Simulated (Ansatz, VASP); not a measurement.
# One calculation of WSe2, two programs

Contents of INCAR:

```
PREC = Accurate ; ENCUT = 520
EDIFF = 1E-8 ; ISMEAR = -1
SIGMA = 0.08 ; LREAL = False
LASPH = True ; NELM = 80
ALGO = Normal ; ISIF = 2
LWAVE = False ; LCHARG = False
GGA = PS ; LEFG = True
NBANDS = 35
```

File KPOINTS:

```
Automatic mesh
0
Gamma
  11 11 3
```

File POSCAR:

```
WSe2
1.0
    3.3228984350      0.0000000000      0.0000000000
   -1.6614492174      2.8777144589      0.0000000000
    0.0000000000      0.0000000000     12.9700000000
W Se
2 4
Direct
    0.3333333333      0.6666666667      0.2500000000
    0.6666666667      0.3333333333      0.7500000000
    0.3333333333      0.6666666667      0.6210000000
    0.6666666667      0.3333333333      0.1210000000
    0.3333333333      0.6666666667      0.8790000000
    0.6666666667      0.3333333333      0.3790000000
```

Input for Ansatz:

```yaml
crystal:
  lattice:
    - [3.322898435, 0.0, 0.0]
    - [-1.6614492174, 2.8777144589, 0.0]
    - [0.0, 0.0, 12.97]
  atoms:
    - { symbol: W, position: [0.3333333333, 0.6666666667, 0.25] }
    - { symbol: W, position: [0.6666666667, 0.3333333333, 0.75] }
    - { symbol: Se, position: [0.3333333333, 0.6666666667, 0.621] }
    - { symbol: Se, position: [0.6666666667, 0.3333333333, 0.121] }
    - { symbol: Se, position: [0.3333333333, 0.6666666667, 0.879] }
    - { symbol: Se, position: [0.6666666667, 0.3333333333, 0.379] }
kpoints:
  mp_grid: { grid: [11, 11, 3] }
scf:
  occupations: { method: fermi_dirac, width: 0.08 }
hamiltonian:
  xc: pbesol
  pseudopotentials: { kind: paw }
output:
  forces: true
  stress: true
  eigenvalues: true
  efg: { contact_densities: true }
```

Change from the starting cell: equal xx and yy strain of +1 %, PAW files.

Alike in both runs: task electric field gradients; functional PBEsol; k mesh 11 × 11 × 3; occupations fermi-dirac, width 0.08 eV; no spin polarisation.

```csv
,VASP,Ansatz
version,VASP 6.6.1,Ansatz 0.2.0
potentials or method,"VASP PAW PBE potentials, release 64 (W_sv, Se)","PAW with Ansatz's default frozen-core files, scalar-relativistic"
plane-wave cutoff (eV),520,420
valence electrons in the cell,52,92
```

```csv
,VASP,Ansatz,Ansatz less VASP
pressure (GPa),-3.3,-3.7,-0.37
"traceless stress, the component that is largest in VASP (GPa)",1.45,1.37,-0.086
rms of the force components (eV/Å),0.132,0.157,+0.0256
size of Vzz on the site where it differs most (V/Å²),154.6,173.5,+18.91
```

VASP's potentials were made for PBE, not for PBEsol. Atom by atom the forces differ by 0.026 eV/Å (rms over components). VASP's potentials hold 52 valence electrons a cell and Ansatz's 92, so a difference there can come from the potentials and not from the codes.

Neither program's run includes spin-orbit coupling.
